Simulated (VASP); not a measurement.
Input of a VASP 6.6.1 run:

The input INCAR:

```
SYSTEM = MgO
PREC = Accurate
ENCUT = 520
EDIFF = 1E-6
ISMEAR = 0
SIGMA = 0.05
LREAL = .False.
LASPH = .True.
NELM = 100
ALGO = Normal
ISIF = 2
LWAVE = .False.
LCHARG = .False.
GGA = PE
NBANDS = 26
```

Contents of KPOINTS:

```
regular mesh
0
Gamma
  6 6 6
  0 0 0
```

POSCAR

```
MgO
1.0
    4.2184082039      0.0059513374     -0.0122237360
   -0.0059513374     -4.2010795438     -0.0060155050
    0.0122237360     -0.0060155050     -4.3834397319
Mg O
4 4
Direct
    0.0024940704      0.4957399611      0.5015911739
    0.4949975802      0.0066480004      0.4918364672
    0.4979571265      0.5044953114      0.0007017226
   -0.0055185455     -0.0056996820      0.0034232059
    0.5041204086     -0.0095294812      0.0086196151
    0.0021151291      0.5071228745     -0.0071065562
    0.0008643699      0.0056797866      0.5021527804
    0.5029698607      0.4955432293      0.4987815910
```

Potentials or basis: VASP PAW PBE potentials, release 64 (Mg, O).

Launch:

```bash
$ cat potpaw_PBE.64/Mg/POTCAR potpaw_PBE.64/O/POTCAR > POTCAR
$ mpirun -np 1 vasp_std > vasp.out
```

Task: Predict the pressure.

Result: -1.2 GPa.

Task: Estimate the largest force.

Result: 0.668 eV/Å.

Task: Predict the band gap on the k mesh.

Result: 4.29 eV.

Stress tensor (GPa, compression positive):
```
 0.32 -0.41  0.77
-0.41  1.75 -0.30
 0.77 -0.30 -5.53
```

Caveat: the cell differs from its parent crystal (atoms moved at random and the cell strained at random).
